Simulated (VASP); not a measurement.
# AgCl (Pm-3m) in VASP: notebook, part 2 of 2

VASP 6.6.1. Earlier steps stand in the parts before.

## 4. Electric field gradients, PBE (volume scaled by 0.99)

The input, INCAR:

```
  ALGO = Normal
  EDIFF = 1E-8
  ENCUT = 520
  GGA = PE
  ISIF = 2
  ISMEAR = -1
  LASPH = True
  LCHARG = False
  LEFG = True
  LREAL = False
  LWAVE = False
  NBANDS = 16
  NELM = 80
  PREC = Accurate
  SIGMA = 0.01
```

The input, KPOINTS:

```
k-points
0
Gamma
  9 9 9
```

The input, POSCAR:

```
AgCl
1.0
    3.4224880547      0.0000000000      0.0000000000
    0.0000000000      3.4224880547      0.0000000000
    0.0000000000      0.0000000000      3.4224880547
Ag Cl
1 1
Direct
    0.0000000000      0.0000000000      0.0000000000
    0.5000000000      0.5000000000      0.5000000000
```

Potentials or basis: VASP PAW PBE potentials, release 64 (Ag, Cl).

Started as:

```console
> cat potpaw_PBE.64/Ag/POTCAR potpaw_PBE.64/Cl/POTCAR > POTCAR
> mpirun -np 1 vasp_std > vasp.out
```

OUTCAR:

```text
EDIFF = 1E-8
   ENCUT = 520
   GGA = PE
   ISIF = 2
   ISMEAR = -1
   LASPH = True
   LREAL = False
   NELM = 80
   PREC = Accurate

 ion  position               nearest neighbor table
   1  0.000  0.000  0.000-   2 2.96   2 2.96   2 2.96   2 2.96   2 2.96   2 2.96   2 2.96   2 2.96

   2  0.500  0.500  0.500-   1 2.96   1 2.96   1 2.96   1 2.96   1 2.96   1 2.96   1 2.96   1 2.96

  LATTYP: Found a simple cubic cell.
 ALAT       =     3.4224880547

  Lattice vectors:

 A1 = (   3.4224880547,   0.0000000000,   0.0000000000)
 A2 = (   0.0000000000,   3.4224880547,   0.0000000000)
 A3 = (   0.0000000000,   0.0000000000,   3.4224880547)

Analysis of symmetry for initial positions (statically):
=====================================================================
 Subroutine PRICEL returns:
 Original cell was already a primitive cell.

 Routine SETGRP: Setting up the symmetry group for a
 simple cubic supercell.

 Subroutine GETGRP returns: Found 48 space group operations
 (whereof 48 operations were pure point group operations)
 out of a pool of 48 trial point group operations.

The static configuration has the point symmetry O_h .

Analysis of symmetry for dynamics (positions and initial velocities):
=====================================================================
 Subroutine PRICEL returns:
 Original cell was already a primitive cell.

 Routine SETGRP: Setting up the symmetry group for a
 simple cubic supercell.

 Subroutine GETGRP returns: Found 48 space group operations
 (whereof 48 operations were pure point group operations)
 out of a pool of 48 trial point group operations.

The dynamic configuration has the point symmetry O_h .

 Subroutine INISYM returns: Found 48 space group operations
 (whereof 48 operations are pure point group operations),
 and found     1 'primitive' translations

----------------------------------------------------------------------------------------

                                     Primitive cell

  volume of cell :      40.0891

  direct lattice vectors                    reciprocal lattice vectors
     3.422488055  0.000000000  0.000000000     0.292185096  0.000000000  0.000000000
     0.000000000  3.422488055  0.000000000     0.000000000  0.292185096  0.000000000
     0.000000000  0.000000000  3.422488055     0.000000000  0.000000000  0.292185096

  length of vectors
     3.422488055  3.422488055  3.422488055     0.292185096  0.292185096  0.292185096

  position of ions in fractional coordinates (direct lattice)
     0.000000000  0.000000000  0.000000000
     0.500000000  0.500000000  0.500000000

  ion indices of the primitive-cell ions
   primitive index   ion index
                 1           1
                 2           2

----------------------------------------------------------------------------------------

 KPOINTS: k-points

Automatic generation of k-mesh.
 Grid dimensions read from file:
 generate k-points for:    9    9    9

[... 70 lines left out ...]
   ISYM   =      2    0-nonsym 1-usesym 2-fastsym
   POTIM  = 0.5000    time-step for ionic-motion
   TEBEG  =    0.0;   TEEND  =   0.0 temperature during run
   PSTRESS=    0.0 pullay stress
   NELECT =      18.0000    total number of electrons
   NUPDOWN=      -1.0000    fix difference up-down
   EMIN   =  10.00;   EMAX   =-10.00  energy-range for DOS
   EFERMI =   0.00;   METHOD = LEGACY
   ISMEAR =    -1;   SIGMA  =   0.01  broadening in eV -4-tet -1-fermi 0-gaus
   EFERMI_NEDOS =   21; number of points for ismear=-14 and -15
   IALGO  =     38    algorithm
   IMIX   =      4    mixing-type and parameters
     AMIX     =   0.40;   BMIX     =  1.00
     AMIX_MAG =   1.60;   BMIX_MAG =  1.00
  volume/ion in A,a.u.               =      20.04       135.27
  Fermi-wavevector in a.u.,A,eV,Ry     =   1.253594  2.368950 21.381542  1.571499
  Thomas-Fermi vector in A             =   2.387440
   LORBIT       =      0    0 simple, 1 ext, 2 COOP (PROOUT), +10 PAW based schemes
   GGA     = PE    functional components
   LHFCALC =     F    Hartree Fock is set to
   AEXX    =    0.0000 exact exchange contribution
   IVDW    =     0    specifies the selected vdW correction
   LEPSILON=     F    determine dielectric tensor
   LRPA    =     F    only Hartree local field effects (RPA)
 non-spin polarized calculation
  energy-cutoff  :      520.00
  volume of cell :       40.09
 maximum number of plane-waves:      1091
 NGX is ok and might be reduce to    28
   NGX = 13   NGY = 13   NGZ = 13

 number of electron      18.0000004 magnetization

 Free energy of the ion-electron system (eV)
  ---------------------------------------------------
  ext. energy  EPLUGINS =         0.00000000
  ---------------------------------------------------
  free energy    TOTEN  =        -5.12206033 eV

  energy without entropy =       -5.12206033  energy(sigma->0) =       -5.12206033

 E-fermi :   4.1990     XC(G=0): -10.4384

 val. band max:        3.9771766967   @ k =   0.4444   0.0000   0.0000
 cond. band min:       4.5867131619   @ k =   0.0000   0.0000   0.0000
 fundamental gap:      0.6095364652
 Fermi energy:         4.1990495310

 k-point     1 :       0.0000    0.0000    0.0000
  band No.  band energies     occupation
      1     -10.6215      2.00000
      2       1.2548      2.00000
      3       1.2548      2.00000
      4       2.2122      2.00000
      5       2.2122      2.00000
      6       2.2122      2.00000
[... 433 lines left out ...]
      3       0.4623      2.00000
      4       1.6052      2.00000
      5       1.7722      2.00000
      6       1.9484      2.00000
[... 8 lines left out ...]
     15      18.1019      0.00000
     16      20.0359      0.00000

 [... further k-points ...]

------------------------ aborting loop because EDIFF is reached ----------------------------------------

  FORCE on cell =-STRESS in cart. coord.  units (eV):
  Direction    XX          YY          ZZ          XY          YZ          ZX
  --------------------------------------------------------------------------------------
  -------------------------------------------------------------------------------------
  Total        0.0566568      0.0566568      0.0566568     -0.0000000     -0.0000000     -0.0000000
  in kB        2.2643135      2.2643135      2.2643135     -0.0000000     -0.0000000     -0.0000000
  external PRESSURE =       2.2643135 kB  Pullay stress =       0.0000000 kB

 VOLUME and BASIS-vectors are now :
 -----------------------------------------------------------------------------
  energy-cutoff  :      520.00
  volume of cell :       40.09
      direct lattice vectors                 reciprocal lattice vectors
     3.422488055  0.000000000  0.000000000     0.292185096  0.000000000  0.000000000
     0.000000000  3.422488055  0.000000000     0.000000000  0.292185096  0.000000000
     0.000000000  0.000000000  3.422488055     0.000000000  0.000000000  0.292185096

 POSITION                                       TOTAL-FORCE (eV/Angst)
 -----------------------------------------------------------------------------------
      0.00000      0.00000      0.00000         0.000000      0.000000      0.000000
      1.71124      1.71124      1.71124         0.000000      0.000000      0.000000
 -----------------------------------------------------------------------------------
    total drift:                               -0.000000      0.000000      0.000000

  FREE ENERGIE OF THE ION-ELECTRON SYSTEM (eV)
  ---------------------------------------------------
  free  energy   TOTEN  =        -5.1220603304 eV

  energy  without entropy=       -5.1220603304  energy(sigma->0) =       -5.12206033

 Electric field gradients (V/A^2)
---------------------------------------------------------------------
 ion       V_xx      V_yy      V_zz      V_xy      V_xz      V_yz
---------------------------------------------------------------------
   1       0.000     0.000     0.000    -0.000    -0.000     0.000
   2       0.000    -0.000     0.000     0.000    -0.000     0.000
---------------------------------------------------------------------

 Electric field gradients after diagonalization (V/A^2)
 (convention: |V_zz| > |V_xx| > |V_yy|)
----------------------------------------------------------------------
 ion       V_xx      V_yy      V_zz     asymmetry (V_yy - V_xx)/ V_zz
----------------------------------------------------------------------
   1       0.000     0.000     0.000      -0.137
   2       0.000    -0.000     0.000      -0.103
----------------------------------------------------------------------

           NMR quadrupolar parameters

 Cq : quadrupolar parameter    Cq=e*Q*V_zz/h
 eta: asymmetry parameters     (V_yy - V_xx)/ V_zz
 Q  : nuclear electric quadrupole moment in mb (millibarn)
----------------------------------------------------------------------
 ion       Cq(MHz)       eta       Q (mb)
----------------------------------------------------------------------
   1       0.000      -0.137       1.000
   2       0.000      -0.103       1.000
----------------------------------------------------------------------
```

OSZICAR:

```text
N       E                     dE             d eps       ncg     rms          rms(c)
DAV:   1     0.967099043427E+02    0.96710E+02   -0.86866E+03  1144   0.102E+03
DAV:   2    -0.207080500354E+01   -0.98781E+02   -0.90617E+02  1464   0.221E+02
DAV:   3    -0.540062372916E+01   -0.33298E+01   -0.33237E+01  1304   0.428E+01
DAV:   4    -0.542110673147E+01   -0.20483E-01   -0.20482E-01  1464   0.370E+00
DAV:   5    -0.542135320629E+01   -0.24647E-03   -0.24647E-03  1336   0.393E-01    0.554E+00
DAV:   6    -0.513478566848E+01    0.28657E+00   -0.35528E-01  1376   0.853E+00    0.372E+00
DAV:   7    -0.512567269273E+01    0.91130E-02   -0.13727E-01  1208   0.248E+00    0.208E+00
DAV:   8    -0.512231511513E+01    0.33576E-02   -0.73628E-03  1320   0.867E-01    0.396E-01
DAV:   9    -0.512202065519E+01    0.29446E-03   -0.70895E-04  1424   0.401E-01    0.557E-02
DAV:  10    -0.512205250942E+01   -0.31854E-04   -0.12863E-04  1304   0.117E-01    0.452E-02
DAV:  11    -0.512206062613E+01   -0.81167E-05   -0.73470E-06  1320   0.229E-02    0.828E-03
DAV:  12    -0.512206037816E+01    0.24796E-06   -0.57631E-07  1408   0.666E-03    0.268E-03
DAV:  13    -0.512206044934E+01   -0.71182E-07   -0.22125E-07  1240   0.309E-03    0.206E-03
DAV:  14    -0.512206033678E+01    0.11256E-06   -0.35544E-08  1344   0.142E-03    0.722E-04
DAV:  15    -0.512206033040E+01    0.63849E-08   -0.36536E-09   640   0.426E-04
   1 F= -.51220603E+01 E0= -.51220603E+01  d E =-.178710E-11
```

Run time: 16 s. Hardware: 1 thread of Intel Xeon Platinum 8375C at 2.90GHz (Ice Lake), shared host; peak memory 0.16 GiB.

What came out:

| Quantity | Value |
| --- | --- |
| Free energy | -5.1221 eV |
| Pressure | 0.2 GPa |
| Band gap on the k mesh | 0.61 eV, indirect (least direct gap 2.11 eV) |

Caveat: without QUAD_EFG the Cq values of the log hold for a quadrupole moment of 1 mb, not for the nuclei. A k mesh can miss the band edges.

## 5. Electric field gradients, PBE (volume scaled by 0.99)

The input, INCAR:

```
SYSTEM = AgCl
  PREC = Accurate
  ENCUT = 520
  EDIFF = 1E-8
  ISMEAR = -1
  SIGMA = 0.01
  LREAL = .FALSE.
  LASPH = .TRUE.
  NELM = 100
  ALGO = Normal
  ISIF = 2
  LWAVE = .FALSE.
  LCHARG = .FALSE.
  GGA = PE
  LEFG = .TRUE.
  NBANDS = 16
```

The input, KPOINTS:

```
Automatic mesh
0
G
  9 9 9
  0 0 0
```

POSCAR is that of step 4.

Potentials or basis: VASP PAW PBE potentials, release 64 (Ag, Cl).

Started as:

```console
> cat potpaw_PBE.64/Ag/POTCAR potpaw_PBE.64/Cl/POTCAR > POTCAR
> mpirun -np 1 vasp_std > vasp.out
```

OUTCAR:

```text
SYSTEM = AgCl
   PREC = Accurate
   ENCUT = 520
   EDIFF = 1E-8
   ISMEAR = -1
   LREAL = .FALSE.
   LASPH = .TRUE.
   NELM = 100
   ISIF = 2
   GGA = PE

 ion  position               nearest neighbor table
   1  0.000  0.000  0.000-   2 2.96   2 2.96   2 2.96   2 2.96   2 2.96   2 2.96   2 2.96   2 2.96

   2  0.500  0.500  0.500-   1 2.96   1 2.96   1 2.96   1 2.96   1 2.96   1 2.96   1 2.96   1 2.96

  LATTYP: Found a simple cubic cell.
 ALAT       =     3.4224880547

  Lattice vectors:

 A1 = (   3.4224880547,   0.0000000000,   0.0000000000)
 A2 = (   0.0000000000,   3.4224880547,   0.0000000000)
 A3 = (   0.0000000000,   0.0000000000,   3.4224880547)

Analysis of symmetry for initial positions (statically):
=====================================================================
 Subroutine PRICEL returns:
 Original cell was already a primitive cell.

 Routine SETGRP: Setting up the symmetry group for a
 simple cubic supercell.

 Subroutine GETGRP returns: Found 48 space group operations
[... 9 lines left out ...]

 Routine SETGRP: Setting up the symmetry group for a
 simple cubic supercell.

 Subroutine GETGRP returns: Found 48 space group operations
[... 11 lines left out ...]
                                     Primitive cell

  volume of cell :      40.0891

  direct lattice vectors                    reciprocal lattice vectors
     3.422488055  0.000000000  0.000000000     0.292185096  0.000000000  0.000000000
     0.000000000  3.422488055  0.000000000     0.000000000  0.292185096  0.000000000
     0.000000000  0.000000000  3.422488055     0.000000000  0.000000000  0.292185096

  length of vectors
     3.422488055  3.422488055  3.422488055     0.292185096  0.292185096  0.292185096

  position of ions in fractional coordinates (direct lattice)
[... 139 lines left out ...]
      4       2.2122      2.00000
      5       2.2122      2.00000
      6       2.2122      2.00000
[... 433 lines left out ...]
      3       0.4623      2.00000
      4       1.6052      2.00000
      5       1.7722      2.00000
      6       1.9484      2.00000
[... 8 lines left out ...]
     15      18.1019      0.00000
     16      20.0359      0.00000

 [... further k-points ...]

------------------------ aborting loop because EDIFF is reached ----------------------------------------

  FORCE on cell =-STRESS in cart. coord.  units (eV):
  Direction    XX          YY          ZZ          XY          YZ          ZX
  --------------------------------------------------------------------------------------
  -------------------------------------------------------------------------------------
  Total        0.0566568      0.0566568      0.0566568     -0.0000000     -0.0000000     -0.0000000
  in kB        2.2643135      2.2643135      2.2643135     -0.0000000     -0.0000000     -0.0000000
  external PRESSURE =       2.2643135 kB  Pullay stress =       0.0000000 kB

 VOLUME and BASIS-vectors are now :
 -----------------------------------------------------------------------------
  energy-cutoff  :      520.00
  volume of cell :       40.09
      direct lattice vectors                 reciprocal lattice vectors
     3.422488055  0.000000000  0.000000000     0.292185096  0.000000000  0.000000000
     0.000000000  3.422488055  0.000000000     0.000000000  0.292185096  0.000000000
     0.000000000  0.000000000  3.422488055     0.000000000  0.000000000  0.292185096

 POSITION                                       TOTAL-FORCE (eV/Angst)
 -----------------------------------------------------------------------------------
      0.00000      0.00000      0.00000         0.000000      0.000000      0.000000
      1.71124      1.71124      1.71124         0.000000      0.000000      0.000000
 -----------------------------------------------------------------------------------
    total drift:                               -0.000000      0.000000      0.000000

  FREE ENERGIE OF THE ION-ELECTRON SYSTEM (eV)
  ---------------------------------------------------
  free  energy   TOTEN  =        -5.1220603304 eV

  energy  without entropy=       -5.1220603304  energy(sigma->0) =       -5.12206033

 Electric field gradients (V/A^2)
---------------------------------------------------------------------
 ion       V_xx      V_yy      V_zz      V_xy      V_xz      V_yz
---------------------------------------------------------------------
   1       0.000     0.000     0.000    -0.000    -0.000     0.000
   2       0.000    -0.000     0.000     0.000    -0.000     0.000
---------------------------------------------------------------------

 Electric field gradients after diagonalization (V/A^2)
 (convention: |V_zz| > |V_xx| > |V_yy|)
----------------------------------------------------------------------
 ion       V_xx      V_yy      V_zz     asymmetry (V_yy - V_xx)/ V_zz
----------------------------------------------------------------------
   1       0.000     0.000     0.000      -0.137
   2       0.000    -0.000     0.000      -0.103
----------------------------------------------------------------------

           NMR quadrupolar parameters

 Cq : quadrupolar parameter    Cq=e*Q*V_zz/h
 eta: asymmetry parameters     (V_yy - V_xx)/ V_zz
 Q  : nuclear electric quadrupole moment in mb (millibarn)
----------------------------------------------------------------------
 ion       Cq(MHz)       eta       Q (mb)
----------------------------------------------------------------------
   1       0.000      -0.137       1.000
   2       0.000      -0.103       1.000
----------------------------------------------------------------------
```

OSZICAR:

```text
N       E                     dE             d eps       ncg     rms          rms(c)
DAV:   1     0.967099043427E+02    0.96710E+02   -0.86866E+03  1144   0.102E+03
DAV:   2    -0.207080500354E+01   -0.98781E+02   -0.90617E+02  1464   0.221E+02
DAV:   3    -0.540062372916E+01   -0.33298E+01   -0.33237E+01  1304   0.428E+01
DAV:   4    -0.542110673147E+01   -0.20483E-01   -0.20482E-01  1464   0.370E+00
DAV:   5    -0.542135320629E+01   -0.24647E-03   -0.24647E-03  1336   0.393E-01    0.554E+00
DAV:   6    -0.513478566848E+01    0.28657E+00   -0.35528E-01  1376   0.853E+00    0.372E+00
DAV:   7    -0.512567269273E+01    0.91130E-02   -0.13727E-01  1208   0.248E+00    0.208E+00
DAV:   8    -0.512231511513E+01    0.33576E-02   -0.73628E-03  1320   0.867E-01    0.396E-01
DAV:   9    -0.512202065519E+01    0.29446E-03   -0.70895E-04  1424   0.401E-01    0.557E-02
DAV:  10    -0.512205250942E+01   -0.31854E-04   -0.12863E-04  1304   0.117E-01    0.452E-02
DAV:  11    -0.512206062613E+01   -0.81167E-05   -0.73470E-06  1320   0.229E-02    0.828E-03
DAV:  12    -0.512206037816E+01    0.24796E-06   -0.57631E-07  1408   0.666E-03    0.268E-03
DAV:  13    -0.512206044934E+01   -0.71182E-07   -0.22125E-07  1240   0.309E-03    0.206E-03
DAV:  14    -0.512206033678E+01    0.11256E-06   -0.35544E-08  1344   0.142E-03    0.722E-04
DAV:  15    -0.512206033040E+01    0.63849E-08   -0.36536E-09   640   0.426E-04
   1 F= -.51220603E+01 E0= -.51220603E+01  d E =-.178710E-11
```

stdout:

```text
POSCAR found type information on POSCAR AgCl
 POSCAR found :  2 types and       2 ions
 scaLAPACK will be used
 LDA part: xc-table for (Slater+PW92), standard interpolation
 POSCAR, INCAR and KPOINTS ok, starting setup
 FFT: planning ... GRIDC
 FFT: planning ... GRID_SOFT
 FFT: planning ... GRID
 WAVECAR not read
 entering main loop
ion   1

ion   2
```

Run time: 16 s. Hardware: 1 thread of Intel Xeon Platinum 8375C at 2.90GHz (Ice Lake), shared host; peak memory 0.17 GiB.

What came out:

| Quantity | Value |
| --- | --- |
| Free energy | -5.1221 eV |
| Pressure | 0.2 GPa |
| Band gap on the k mesh | 0.61 eV, indirect (least direct gap 2.11 eV) |

Levels at points of the mesh, in eV from the valence-band top:
```csv
k point,band 7,band 8,band 9,band 10,band 11,band 12
"(0.00, 0.00, 0.00)",-1.50,-1.50,-1.50,0.61,9.46,9.46
```

Caveat: without QUAD_EFG the Cq values of the log hold for a quadrupole moment of 1 mb, not for the nuclei. A k mesh can miss the band edges.

## 6. Overview

| cell | gap on the mesh (eV) | pressure (GPa) |
| --- | --- | --- |
| a = 3.434 Å, 2 atoms | 0.61 | -0.3 |
| a = 3.445 Å, 2 atoms | 0.60 | -0.7 |
| a = 3.422 Å, 2 atoms | 0.61 | 0.2 |

Alike in all rows: task electric field gradients; level PBE; potentials or basis VASP PAW PBE potentials, release 64 (Ag, Cl); no spin polarisation; k mesh 9 × 9 × 9; cutoff (eV) 520; smearing fermi-dirac 0.01 eV.

Absolute energies hang on the potentials; compare differences alone.
